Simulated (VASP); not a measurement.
# AlNi: single point with PBEsol

The system is AlNi.

```xyz
6
Lattice="0.0000 -2.8618 0.0000 0.0000 0.0000 -2.8618 8.5855 0.0000 0.0000" Properties=species:S:1:pos:R:3 pbc="T T T"
Al    2.8618   -2.8618    0.0000
Al    5.7236   -2.8618    0.0000
Al    0.0000   -2.8618    0.0000
Ni    1.4309   -1.4309   -1.4309
Ni    4.2927   -1.4309   -1.4309
Ni    7.1546   -1.4309   -1.4309
```

```json
{
 "Program": "VASP 6.6.1",
 "Task": "single point",
 "Functional": "PBEsol",
 "Potentials or basis": "VASP PAW PBE potentials, release 64 (Al, Ni)",
 "Cutoff": "600 eV",
 "k mesh": "15 × 15 × 5",
 "Occupations": "gaussian, width 0.15 eV",
 "Spin": "no spin polarisation"
}
```

* Pressure: 0.4 GPa
* Band gap on the k mesh: zero (an odd number of electrons rules out a gap without spin polarisation)

Levels at points of the mesh, in eV from the Fermi level:
| k point | band 16 | band 17 | band 18 | band 19 | band 20 | band 21 | band 22 | band 23 |
| --- | --- | --- | --- | --- | --- | --- | --- | --- |
| (0.00, 0.00, 0.00) | -1.60 | -1.53 | -1.53 | -0.16 | -0.16 | 5.57 | 5.57 | 5.57 |

It took 98 s on 1 thread of Intel(R) Xeon(R) 6975P-C (Granite Rapids), with other jobs on the host, peak memory 0.33 GiB.

Caveat: the PAW data sets were made with another functional, which shifts forces and pressure a little. Spin polarisation is off, so any magnetic state and its effect on volume and gap are missing.
